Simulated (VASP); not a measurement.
# Ti (P6_3/mmc) in VASP: a series of runs

Ti is run at these levels: r2SCAN; tasks: relaxation of cell and atoms, single point.

Everything below comes from runs of VASP 6.6.1. Logs are shortened: lines on timing, memory, paths and dates and some standing lists are left out, and cuts for length are marked.

### Step 1. The cell of the first run

It takes space group P6_3/mmc (No. 194, hexagonal). The conventional cell has a = 2.923 Å, b = 2.923 Å, c = 9.546 Å, α = 90.00°, β = 90.00°, γ = 120.00°. Within 3.8 Å of Ti (site symmetry -3m) lie 12 Ti at 2.92 Å. Within 3.8 Å of Ti (site symmetry -6m2) lie 12 Ti at 2.92 Å.

### Step 2. Relaxation of cell and atoms, r2SCAN

The input, POSCAR:

```
Ti
1.0
    2.9229395509      0.0000000000      0.0000000000
   -1.4614697754      2.5313399048      0.0000000000
    0.0000000000      0.0000000000      9.5463205732
Ti
4
Direct
    0.0000000000      0.0000000000      0.0000000000
    0.0000000000      0.0000000000      0.5000000000
    0.3333333333      0.6666666667      0.2500000000
    0.6666666667      0.3333333333      0.7500000000
```

The input, INCAR.step1:

```
PREC = Accurate
ENCUT = 600
ISMEAR = -1
SIGMA = 0.1
LREAL = F
LASPH = T
NELM = 60
GGA = PE
ALGO = Normal
EDIFF = 1E-4
LWAVE = T
LCHARG = F
```

The input, INCAR.step2:

```
PREC = Accurate
ENCUT = 600
EDIFF = 1E-6
ISMEAR = -1
SIGMA = 0.1
LREAL = F
LASPH = T
NELM = 60
ALGO = Normal
ISIF = 3
LWAVE = F
LCHARG = F
METAGGA = R2SCAN
LMIXTAU = T
IBRION = 2
NSW = 80
EDIFFG = -0.01
ISTART = 1
```

The input, KPOINTS:

```
regular mesh
0
Gamma
  12 12 4
```

Potentials or basis: VASP PAW PBE potentials, release 64 (Ti_sv).

Launch:

```console
$ cat potpaw_PBE.64/Ti_sv/POTCAR > POTCAR
$ cp INCAR.step1 INCAR
$ mpirun -np 1 vasp_std > vasp.out
$ cp INCAR.step2 INCAR
$ mpirun -np 1 vasp_std > vasp.out
```

OUTCAR:

```text
PREC = Accurate
   ENCUT = 600
   EDIFF = 1E-6
   ISMEAR = -1
   LREAL = F
   LASPH = T
   NELM = 60
   ISIF = 3
   METAGGA = R2SCAN
   IBRION = 2
   NSW = 80
   EDIFFG = -0.01
   ISTART = 1

 ion  position               nearest neighbor table
   1  0.000  0.000  0.000-
   2  0.000  0.000  0.500-
   3  0.333  0.667  0.250-
   4  0.667  0.333  0.750-

  LATTYP: Found a hexagonal cell.
 ALAT       =     2.9229395509
 C/A-ratio  =     3.2660000000

  Lattice vectors:

 A1 = (   2.9229395509,   0.0000000000,   0.0000000000)
 A2 = (  -1.4614697754,   2.5313399048,   0.0000000000)
 A3 = (   0.0000000000,   0.0000000000,   9.5463205732)

Analysis of symmetry for initial positions (statically):
=====================================================================
 Subroutine PRICEL returns:
 Original cell was already a primitive cell.

 Routine SETGRP: Setting up the symmetry group for a
 hexagonal supercell.

 Subroutine GETGRP returns: Found 24 space group operations
 (whereof 12 operations were pure point group operations)
 out of a pool of 24 trial point group operations.

The static configuration has the point symmetry D_3d.
 The point group associated with its full space group is D_6h.

Analysis of symmetry for dynamics (positions and initial velocities):
=====================================================================
 Subroutine PRICEL returns:
 Original cell was already a primitive cell.

 Routine SETGRP: Setting up the symmetry group for a
 hexagonal supercell.

 Subroutine GETGRP returns: Found 24 space group operations
 (whereof 12 operations were pure point group operations)
 out of a pool of 24 trial point group operations.

The dynamic configuration has the point symmetry D_3d.
 The point group associated with its full space group is D_6h.

 Subroutine INISYM returns: Found 24 space group operations
 (whereof 12 operations are pure point group operations),
 and found     1 'primitive' translations

----------------------------------------------------------------------------------------

                                     Primitive cell

  volume of cell :      70.6328

  direct lattice vectors                    reciprocal lattice vectors
     2.922939551  0.000000000  0.000000000     0.342121341  0.197523849  0.000000000
    -1.461469775  2.531339905  0.000000000     0.000000000  0.395047697  0.000000000
     0.000000000  0.000000000  9.546320573     0.000000000  0.000000000  0.104752401

  length of vectors
     2.922939551  2.922939551  9.546320573     0.395047697  0.395047697  0.104752401

  position of ions in fractional coordinates (direct lattice)
     0.000000000  0.000000000  0.000000000
     0.000000000  0.000000000  0.500000000
     0.333333333  0.666666667  0.250000000
     0.666666667  0.333333333  0.750000000

  ion indices of the primitive-cell ions
   primitive index   ion index
                 1           1
                 2           2
                 3           3
                 4           4

----------------------------------------------------------------------------------------

 KPOINTS: regular mesh

Automatic generation of k-mesh.
 Grid dimensions read from file:
 generate k-points for:   12   12    4

 Generating k-lattice:

  Cartesian coordinates                     Fractional coordinates (reciprocal lattice)
     0.028510112  0.016460321  0.000000000     0.083333333  0.000000000  0.000000000
     0.000000000  0.032920641  0.000000000     0.000000000  0.083333333  0.000000000
     0.000000000  0.000000000  0.026188100     0.000000000  0.000000000  0.250000000

  Length of vectors
     0.032920641  0.032920641  0.026188100

  Shift w.r.t. Gamma in fractional coordinates (k-lattice)
     0.000000000  0.000000000  0.000000000

 Subroutine IBZKPT returns following result:
 ===========================================

 Found     57 irreducible k-points:

 Following reciprocal coordinates:
            Coordinates               Weight
  0.000000  0.000000  0.000000      1.000000
  0.083333  0.000000  0.000000      6.000000
  0.166667  0.000000  0.000000      6.000000
  0.250000 -0.000000  0.000000      6.000000
  0.333333  0.000000  0.000000      6.000000
  0.416667 -0.000000  0.000000      6.000000
[... 16 lines left out ...]
  0.250000 -0.000000  0.250000     12.000000
  0.333333  0.000000  0.250000     12.000000
 [... further k-points ...]
   k-points           NKPTS =     57   k-points in BZ     NKDIM =     57   number of bands    NBANDS=     28
   number of dos      NEDOS =    301   number of ions     NIONS =      4
   total plane-waves  NPLWV =  46080
   dimension x,y,z NGX =    24 NGY =   24 NGZ =   80
   dimension x,y,z NGXF=    48 NGYF=   48 NGZF=  160
   ions per type =               4
   NGX,Y,Z   is equivalent  to a cutoff of  13.65, 13.65, 13.93 a.u.
   NGXF,Y,Z  is equivalent  to a cutoff of  27.30, 27.30, 27.86 a.u.
 SYSTEM =  unknown system
[... 49 lines left out ...]

 number of electron      47.9999999 magnetization

 Free energy of the ion-electron system (eV)
  ---------------------------------------------------
  ext. energy  EPLUGINS =         0.00000000
  ---------------------------------------------------
  free energy    TOTEN  =       -51.69502957 eV

  energy without entropy =      -51.51238740  energy(sigma->0) =      -51.60370849

------------------------ aborting loop because EDIFF is reached ----------------------------------------

  FORCE on cell =-STRESS in cart. coord.  units (eV):
  Direction    XX          YY          ZZ          XY          YZ          ZX
  --------------------------------------------------------------------------------------
  -------------------------------------------------------------------------------------
  Total       -0.0376987     -0.0376987     -1.2404167     -0.0000000      0.0000000      0.0000000
  in kB       -0.8551264     -0.8551264    -28.1366160     -0.0000000      0.0000000      0.0000000
  external PRESSURE =      -9.9489563 kB  Pullay stress =       0.0000000 kB

 VOLUME and BASIS-vectors are now :
 -----------------------------------------------------------------------------
  energy-cutoff  :      600.00
  volume of cell :       70.63
      direct lattice vectors                 reciprocal lattice vectors
     2.922939551  0.000000000  0.000000000     0.342121341  0.197523849  0.000000000
    -1.461469775  2.531339905  0.000000000     0.000000000  0.395047697  0.000000000
     0.000000000  0.000000000  9.546320573     0.000000000  0.000000000  0.104752401
[... 115 lines left out ...]
 POSITION                                       TOTAL-FORCE (eV/Angst)
 -----------------------------------------------------------------------------------
      0.00000      0.00000      9.37574         0.000000      0.000000      0.000000
      0.00000      0.00000      4.68787         0.000000      0.000000      0.000000
     -0.00000      1.69545      2.34394         0.000000      0.000000      0.000000
      1.46830      0.84773      7.03181        -0.000000     -0.000000     -0.000000
 -----------------------------------------------------------------------------------
    total drift:                               -0.000000      0.000000     -0.000000

  FREE ENERGIE OF THE ION-ELECTRON SYSTEM (eV)
  ---------------------------------------------------
  free  energy   TOTEN  =       -51.7056386305 eV

  energy  without entropy=      -51.5275107976  energy(sigma->0) =      -51.61657471

--------------------------------------- Ionic step        5  -------------------------------------------

 number of electron      47.9999987 magnetization

 Free energy of the ion-electron system (eV)
  ---------------------------------------------------
  ext. energy  EPLUGINS =         0.00000000
  ---------------------------------------------------
  free energy    TOTEN  =       -51.70569035 eV

  energy without entropy =      -51.52752084  energy(sigma->0) =      -51.61660560

 E-fermi :   8.2234     XC(G=0): -12.3709

 val. band max:        8.2130464066   @ k =   0.0833   0.0833   0.0000
 cond. band min:       8.2307322983   @ k =   0.2500   0.1667   0.0000
 fundamental gap:      0.0176858917
 Fermi energy:         8.2234478952

 k-point     1 :       0.0000    0.0000    0.0000
  band No.  band energies     occupation
      1     -50.9228      2.00000
      2     -50.8665      2.00000
      3     -50.8427      2.00000
      4     -50.7855      2.00000
      5     -26.4457      2.00000
      6     -26.1100      2.00000
[... 20 lines left out ...]
     27       9.0795      0.00038
[... 691 lines left out ...]
      6     -26.2688      2.00000
[... 20 lines left out ...]
     27       9.2704      0.00006
     28       9.2740      0.00005

 [... further k-points ...]

------------------------ aborting loop because EDIFF is reached ----------------------------------------

  FORCE on cell =-STRESS in cart. coord.  units (eV):
  Direction    XX          YY          ZZ          XY          YZ          ZX
  --------------------------------------------------------------------------------------
  -------------------------------------------------------------------------------------
  Total        0.0032738      0.0032738      0.0106904      0.0000000      0.0000000     -0.0000000
  in kB        0.0749744      0.0749744      0.2448226      0.0000000      0.0000000     -0.0000000
  external PRESSURE =       0.1315904 kB  Pullay stress =       0.0000000 kB

 VOLUME and BASIS-vectors are now :
 -----------------------------------------------------------------------------
  energy-cutoff  :      600.00
  volume of cell :       69.96
      direct lattice vectors                 reciprocal lattice vectors
     2.934501605  0.000000000  0.000000000     0.340773370  0.196745597 -0.000000000
    -1.467250803  2.541352938 -0.000000000    -0.000000000  0.393491193 -0.000000000
     0.000000000  0.000000000  9.381062878    -0.000000000  0.000000000  0.106597729

 POSITION                                       TOTAL-FORCE (eV/Angst)
 -----------------------------------------------------------------------------------
     -1.46725      2.54135     -0.00000         0.000000      0.000000      0.000000
     -1.46725      2.54135      4.69053         0.000000      0.000000      0.000000
     -0.00000      1.69424      2.34527         0.000000     -0.000000     -0.000000
      1.46725      0.84712      7.03580        -0.000000      0.000000      0.000000
 -----------------------------------------------------------------------------------
    total drift:                               -0.000000      0.000000     -0.000000

  FREE ENERGIE OF THE ION-ELECTRON SYSTEM (eV)
  ---------------------------------------------------
  free  energy   TOTEN  =       -51.7056903547 eV

  energy  without entropy=      -51.5275208393  energy(sigma->0) =      -51.61660560

 reached required accuracy - stopping structural energy minimisation
```

Run time: 40 min. Hardware: 1 thread of Oxide Virtual Turin-like, shared host; peak memory 0.26 GiB.

What came out:

* Free energy: -51.7057 eV
* Relaxed volume: 17.49 Å³/atom
* Relaxed cell: a = 2.935 Å, b = 2.935 Å, c = 9.381 Å, α = 90.00°, β = 90.00°, γ = 120.00°
* Space group after relaxing (to 0.1 Å): P6_3/mmc (No. 194)
* Energy gained by relaxing: 2.7 meV/atom
* Ionic steps: 5
* Pressure after relaxing: 0.0 GPa
* Band gap on the k mesh: zero (bands 24 and 25 overlap by 1.26 eV)

Step by step:
| step | energy change (eV) | largest force (eV/Å) | pressure (GPa) | volume (Å³) |
| --- | --- | --- | --- | --- |
| 1 | 0.0000 | 0.0000 | -0.99 | 70.63 |
| 2 | -0.0086 | 0.0000 | 0.77 | 69.51 |
| 3 | -0.0087 | 0.0000 | 0.65 | 69.59 |
| 4 | -0.0106 | 0.0000 | -0.09 | 70.02 |
| 5 | -0.0107 | 0.0000 | 0.01 | 69.96 |

Final structure:
```
CELL_PARAMETERS angstrom
2.93450 0.00000 0.00000
-1.46725 2.54135 0.00000
0.00000 0.00000 9.38106
ATOMIC_POSITIONS crystal
Ti 0.00000 0.00000 0.00000
Ti 0.00000 0.00000 0.50000
Ti 0.33333 0.66667 0.25000
Ti 0.66667 0.33333 0.75000
```

Caveat: the highest band is partly filled, so the run has too few bands; the PAW data sets were made with another functional, which shifts forces and pressure a little.

### Step 3. Single point, r2SCAN, collinear spin (16.04 Å³/atom)

This run uses another cell than the first one, of 16.04 Å³/atom.

The input, POSCAR:

```
Ti
1.0
    2.8496586384      0.0000000000      0.0000000000
   -1.4248293192      2.4678767730      0.0000000000
    0.0000000000      0.0000000000      9.1214415079
Ti
4
Direct
    0.0000000000      0.0000000000      0.0000000000
    0.0000000000      0.0000000000      0.5000000000
    0.3333333333      0.6666666667      0.2500000000
    0.6666666667      0.3333333333      0.7500000000
```

The input, INCAR.step1:

```
SYSTEM = Ti
PREC = Accurate
ENCUT = 520
ISMEAR = -1
SIGMA = 0.05
LREAL = .False.
LASPH = .True.
NELM = 150
ISPIN = 2
MAGMOM = 0.197 0.197 -0.129 -0.129
LMAXMIX = 4
NBANDS = 36
GGA = PE
ALGO = Normal
EDIFF = 1E-4
LWAVE = .True.
LCHARG = .False.
```

The input, INCAR.step2:

```
SYSTEM = Ti
PREC = Accurate
ENCUT = 520
EDIFF = 1E-6
ISMEAR = -1
SIGMA = 0.05
LREAL = .False.
LASPH = .True.
NELM = 150
ALGO = Normal
ISIF = 2
LWAVE = .False.
LCHARG = .True.
ISPIN = 2
MAGMOM = 0.197 0.197 -0.129 -0.129
LORBIT = 11
LMAXMIX = 4
METAGGA = R2SCAN
LMIXTAU = .True.
LELF = .True.
LVHAR = .True.
NBANDS = 36
ISTART = 1
```

The input, KPOINTS:

```
Automatic mesh
0
Gamma
  16 16 5
  0 0 0
```

Potentials or basis: VASP PAW PBE potentials, release 64 (Ti_sv).

Launch:

```console
$ cat potpaw_PBE.64/Ti_sv/POTCAR > POTCAR
$ cp INCAR.step1 INCAR
$ mpirun -np 1 vasp_std > vasp.out
$ cp INCAR.step2 INCAR
$ mpirun -np 1 vasp_std > vasp.out
```

Run time: 47 min. Hardware: 1 thread of Oxide Virtual Turin-like, shared host; peak memory 0.39 GiB.

The run converged. Its results:

```yaml
Free_energy: -51.4444 eV
Pressure: 11.4 GPa
Band_gap_on_the_k_mesh: zero (filled and empty bands overlap)
Net_moment: 0.00 μB per cell
Valence_electrons_inside_the_program's_atomic_spheres: Ti 10.31, 10.32 (each value once)
```

Stress tensor (GPa, compression positive):
```
11.70  0.00  0.00
 0.00 11.70  0.00
 0.00  0.00 10.93
```

Levels at points of the mesh, in eV from the Fermi level:
Spin up:
```tsv
k point	band 21	band 22	band 23	band 24	band 25	band 26	band 27	band 28
(0.00, 0.00, 0.00)	0.06	0.12	0.81	0.82	0.82	0.89	0.89	1.08
(0.50, 0.00, 0.00)	-1.51	-1.42	-1.23	-0.17	0.11	0.78	1.31	1.58
```
Spin down:
```csv
k point,band 21,band 22,band 23,band 24,band 25,band 26,band 27,band 28
"(0.00, 0.00, 0.00)",0.06,0.12,0.81,0.82,0.82,0.89,0.89,1.08
"(0.50, 0.00, 0.00)",-1.51,-1.42,-1.23,-0.17,0.11,0.78,1.31,1.58
```

Caveat: the cell stands under pressure; the PAW data sets were made with another functional, which shifts forces and pressure a little.

### Step 4. Single point, r2SCAN, collinear spin (15.34 Å³/atom)

This run uses another cell than the first one, of 15.34 Å³/atom.

The input, POSCAR:

```
Ti
1.0
    2.8077458054      0.0000000000      0.0000000000
   -1.4038729027      2.4315791948      0.0000000000
    0.0000000000      0.0000000000      8.9872831741
Ti
4
Direct
    0.0000000000      0.0000000000      0.0000000000
    0.0000000000      0.0000000000      0.5000000000
    0.3333333333      0.6666666667      0.2500000000
    0.6666666667      0.3333333333      0.7500000000
```

The input, INCAR.step1:

```
SYSTEM = Ti
PREC = Accurate
ENCUT = 520
ISMEAR = -1
SIGMA = 0.05
LREAL = .FALSE.
LASPH = .TRUE.
NELM = 150
ISPIN = 2
MAGMOM = 0.197 0.197 -0.129 -0.129
LMAXMIX = 4
NBANDS = 36
GGA = PE
ALGO = Normal
EDIFF = 1E-4
LWAVE = .TRUE.
LCHARG = .FALSE.
```

The input, INCAR.step2:

```
SYSTEM = Ti
PREC = Accurate
ENCUT = 520
EDIFF = 1E-6
ISMEAR = -1
SIGMA = 0.05
LREAL = .FALSE.
LASPH = .TRUE.
NELM = 150
ALGO = Normal
ISIF = 2
LWAVE = .FALSE.
LCHARG = .FALSE.
ISPIN = 2
MAGMOM = 0.197 0.197 -0.129 -0.129
LORBIT = 11
LMAXMIX = 4
METAGGA = R2SCAN
LMIXTAU = .TRUE.
NBANDS = 36
ISTART = 1
```

The input, KPOINTS:

```
regular mesh
0
G
  16 16 5
  0 0 0
```

Launch:

```console
$ cat potpaw_PBE.64/Ti_sv/POTCAR > POTCAR
$ cp INCAR.step1 INCAR
$ mpirun -np 1 vasp_std > vasp.out
$ cp INCAR.step2 INCAR
$ mpirun -np 1 vasp_std > vasp.out
```

Wall time 59 min (1 thread of Oxide Virtual Turin-like, shared host); peak memory 0.38 GiB.

Results (log left out):

- Free energy: -51.1814 eV
- Pressure: 18.7 GPa
- Band gap on the k mesh: zero (filled and empty bands overlap)
- Net moment: 0.00 μB per cell
- Valence electrons inside the program's atomic spheres: Ti 10.38, 10.39 (each value once)

Stress tensor (GPa, compression positive):
```
19.01  0.00  0.00
 0.00 19.01  0.00
 0.00  0.00 18.07
```

Levels at points of the mesh, in eV from the Fermi level:
Spin up:
| k point | band 21 | band 22 | band 23 | band 24 | band 25 | band 26 | band 27 | band 28 |
| --- | --- | --- | --- | --- | --- | --- | --- | --- |
| (0.00, 0.00, 0.00) | 0.06 | 0.12 | 0.83 | 0.83 | 0.91 | 0.91 | 0.98 | 1.12 |
| (0.50, 0.00, 0.00) | -1.55 | -1.50 | -1.28 | -0.11 | 0.10 | 0.78 | 1.38 | 1.75 |
Spin down:
```
           k point  band 22  band 23  band 24  band 25  band 26  band 27
(0.00, 0.00, 0.00)     0.12     0.83     0.83     0.91     0.91     0.98
(0.50, 0.00, 0.00)    -1.50    -1.28    -0.11     0.10     0.78     1.38
```

Caveat: the cell stands under pressure; the PAW data sets were made with another functional, which shifts forces and pressure a little.

### Step 5. Overview

| task | spin | cell | k mesh | cutoff (eV) | smearing | gap on the mesh (eV) | pressure (GPa) | moment (μB) |
| --- | --- | --- | --- | --- | --- | --- | --- | --- |
| relaxation of cell and atoms | off | relaxed from a = 2.923, b = 2.923, c = 9.546 Å, angles 90.0, 90.0, 120.0°, 4 atoms | 12 × 12 × 4 | 600 | fermi-dirac 0.1 eV | none | 0.0 | - |
| single point | collinear | a = 2.850, b = 2.850, c = 9.121 Å, angles 90.0, 90.0, 120.0°, 4 atoms | 16 × 16 × 5 | 520 | fermi-dirac 0.05 eV | none | 11.4 | 0.00 |
| single point | collinear | a = 2.808, b = 2.808, c = 8.987 Å, angles 90.0, 90.0, 120.0°, 4 atoms | 16 × 16 × 5 | 520 | fermi-dirac 0.05 eV | none | 18.7 | 0.00 |

Alike in all rows: level r2SCAN; potentials or basis VASP PAW PBE potentials, release 64 (Ti_sv).

Caveats: the PAW data sets were made with another functional, which shifts forces and pressure a little; the cell stands under pressure (at least some runs); the highest band is partly filled, so the run has too few bands (at least some runs).

Absolute energies hang on the potentials; compare differences alone.

The gap in the log of VASP goes by the Fermi energy; the results here count the filled bands.